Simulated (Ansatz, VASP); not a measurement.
AlN: VASP beside Ansatz

```
CELL_PARAMETERS angstrom
4.36799 0.00000 0.00000
0.00000 -4.36799 0.00000
0.00000 0.00000 -4.36799
ATOMIC_POSITIONS crystal
Al 0.01780 0.54235 0.48933
Al 0.49015 0.99793 0.49525
Al 0.48495 0.51453 0.00895
Al 0.97193 0.98471 0.99162
N 0.74290 0.73261 0.74848
N 0.24369 0.22103 0.76721
N 0.27262 0.75168 0.25364
N 0.77595 0.25514 0.24551
```

Change from the starting cell: all atoms moved at random (sigma 0.1 Å a component).

Alike in both runs: task single point; functional PBE; k mesh 6 × 6 × 6; occupations gaussian, width 0.05 eV; no spin polarisation.

|  | VASP | Ansatz |
| --- | --- | --- |
| version | VASP 6.6.1 | Ansatz 0.2.0 |
| potentials or method | VASP PAW PBE potentials, release 64 (Al, N), cutoff 520 eV | scalar-relativistic, plane waves, PAW |
| valence electrons in the cell | 32 | 32 |

|  | VASP | Ansatz | Ansatz less VASP |
| --- | --- | --- | --- |
| gap on the k mesh at the Fermi level (eV) | 2.00 | 2.01 | +0.010 |
| least direct gap on the mesh (eV) | 2.00 | 2.01 | +0.010 |
| pressure (GPa) | 8.0 | 8.2 | +0.22 |
| traceless stress, the component that is largest in VASP (GPa) | 5.50 | 5.48 | -0.027 |
| rms of the force components (eV/Å) | 1.676 | 1.673 | -0.0024 |

Atom by atom the forces differ by 0.005 eV/Å (rms over components).
